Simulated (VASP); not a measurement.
Write the native input for VASP 6.6.1 that does the following.

* Task: single point
* Functional: PBE
* Potentials or basis: VASP PAW PBE potentials, release 64 (Sn_d, Te)
* Cutoff: 520 eV
* k mesh: 8 × 8 × 8
* Occupations: fermi-dirac, width 0.02 eV
* Spin: no spin polarisation
* Dipole correction: no
* Further INCAR settings: ALGO = Normal; EDIFF = 1e-07; NBANDS = 17

The structure of SnTe lies in POSCAR:

```
SnTe
1.0
   -0.1896166334      3.1272869259      3.1272869259
    3.1272869259     -0.1896166334      3.1272869259
    3.1272869259      3.1272869259     -0.1896166334
Sn Te
1 1
Direct
    0.0000000000      0.0000000000      0.0000000000
    0.5000000000      0.5000000000      0.5000000000
```

This cell differs from its parent crystal: epitaxial 111 strain +4.0%.

The input as run:

INCAR

```
SYSTEM = SnTe
  PREC = Accurate
  ENCUT = 520
  EDIFF = 1E-7
  ISMEAR = -1
  SIGMA = 0.02
  LREAL = .False.
  LASPH = .True.
  NELM = 60
  ALGO = Normal
  ISIF = 2
  LWAVE = .False.
  LCHARG = .False.
  GGA = PE
  NBANDS = 17
```

KPOINTS

```
regular mesh
0
Gamma
  8 8 8
  0 0 0
```

Potentials or basis: VASP PAW PBE potentials, release 64 (Sn_d, Te).

Run with:

```bash
$ cat potpaw_PBE.64/Sn_d/POTCAR potpaw_PBE.64/Te/POTCAR > POTCAR
$ mpirun -np 1 vasp_std > vasp.out
```

It gave:

```json
{
 "Pressure": "-0.7 GPa",
 "Band gap on the k mesh": "zero (bands 10 and 11 overlap by 0.41 eV)"
}
```

Caveat: the cell differs from its parent crystal (epitaxial 111 strain +4.0%); semilocal functionals underestimate gaps, and a narrow one can read as zero; spin-orbit coupling is left out, which moves the levels of the heavy elements.

Wall time 28 s on 1 thread of Intel(R) Xeon(R) 6975P-C (Granite Rapids) (shared host), peak memory 0.24 GiB.
